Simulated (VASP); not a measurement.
Fe:

```
CELL_PARAMETERS angstrom
2.33426 0.00000 0.00000
0.00000 2.33426 0.00000
0.00000 0.00000 2.33426
ATOMIC_POSITIONS crystal
Fe 0.00000 0.00000 0.00000
```

- Program: VASP 6.6.1
- Task: relaxation of cell and atoms
- Functional: RPBE
- Potentials or basis: VASP PAW PBE potentials, release 64 (Fe_sv)
- Cutoff: 600 eV
- k mesh: 13 × 13 × 13
- Occupations: fermi-dirac, width 0.1 eV
- Spin: no spin polarisation

At the start: pressure -13.2 GPa; volume 12.72 Å³/atom.

Problem. How do energy, volume and symmetry change on relaxing?

Solution. Over 4 steps the energy falls by 40.2 meV/atom and the volume is 11.80 Å³/atom (-7.2 %); space group Pm-3m (No. 221, to 0.05 Å).

Step by step:
| step | energy change (eV) | largest force (eV/Å) | pressure (GPa) | volume (Å³) |
| --- | --- | --- | --- | --- |
| 1 | 0.0000 | 0.0000 | -13.17 | 12.72 |
| 2 | 0.0138 | 0.0000 | 20.28 | 10.89 |
| 3 | -0.0401 | 0.0000 | -0.28 | 11.82 |
| 4 | -0.0402 | 0.0000 | 0.06 | 11.80 |

Final structure:
```yaml
crystal:
  lattice:
    - [2.27687, 0.00000, 0.00000]
    - [0.00000, 2.27687, 0.00000]
    - [0.00000, 0.00000, 2.27687]
  atoms:
    - { symbol: Fe, position: [0.00000, 0.00000, 0.00000] }
```

Caveat: the PAW data sets were made with another functional, which shifts forces and pressure a little; the run has no spin polarisation, though such a crystal can be magnetic.
